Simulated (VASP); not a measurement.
Crystal: Sn3Te2Se.

```
CELL_PARAMETERS angstrom
4.42835 0.00000 0.00000
-2.21417 3.83506 0.00000
0.00000 0.00000 10.79260
ATOMIC_POSITIONS crystal
Sn 0.00000 0.00000 0.50000
Sn 0.33333 0.66667 0.15175
Sn 0.66667 0.33333 0.84825
Te 0.33333 0.66667 0.67419
Te 0.66667 0.33333 0.32581
Se 0.00000 0.00000 0.00000
```

```yaml
Program: VASP 6.6.1
Task: relaxation of cell and atoms
Functional: LDA
Potentials_or_basis: VASP PAW LDA potentials, release 64 (Sn_d, Te, Se)
Cutoff: 500 eV
k_mesh: 4 × 4 × 2
Occupations: gaussian, width 0.01 eV
Spin: no spin polarisation
```

At the start: pressure -3.4 GPa; volume 30.55 Å³/atom.

Question: How do energy, volume and symmetry change on relaxing?

Answer: Over 7 steps the energy falls by 23.8 meV/atom and the volume is 28.44 Å³/atom (-6.9 %); space group P-3m1 (No. 164, to 0.05 Å).

The path:
```tsv
step	energy change (eV)	largest force (eV/Å)	pressure (GPa)	volume (Å³)
1	0.0000	0.0237	-3.41	183.29
2	-0.1235	0.0370	1.49	166.56
3	-0.1426	0.0282	0.00	170.75
4	-0.1425	0.0277	-0.08	170.99
5	-0.1426	0.0180	-0.08	170.98
6	-0.1427	0.0068	-0.07	170.96
7	-0.1427	0.0044	0.04	170.61
```

Final structure:
```cif
data_structure
_symmetry_space_group_name_H-M 'P 1'
_symmetry_Int_Tables_number 1
_cell_length_a 4.3263
_cell_length_b 4.3263
_cell_length_c 10.5255
_cell_angle_alpha 90.000
_cell_angle_beta 90.000
_cell_angle_gamma 120.000
_cell_volume 170.61
loop_
_atom_site_label
_atom_site_type_symbol
_atom_site_fract_x
_atom_site_fract_y
_atom_site_fract_z
_atom_site_occupancy
Sn1 Sn 0.00000 0.00000 0.50000 1
Sn2 Sn 0.33333 0.66667 0.15138 1
Sn3 Sn 0.66667 0.33333 0.84862 1
Te1 Te 0.33333 0.66667 0.67394 1
Te2 Te 0.66667 0.33333 0.32606 1
Se1 Se 0.00000 0.00000 0.00000 1
```
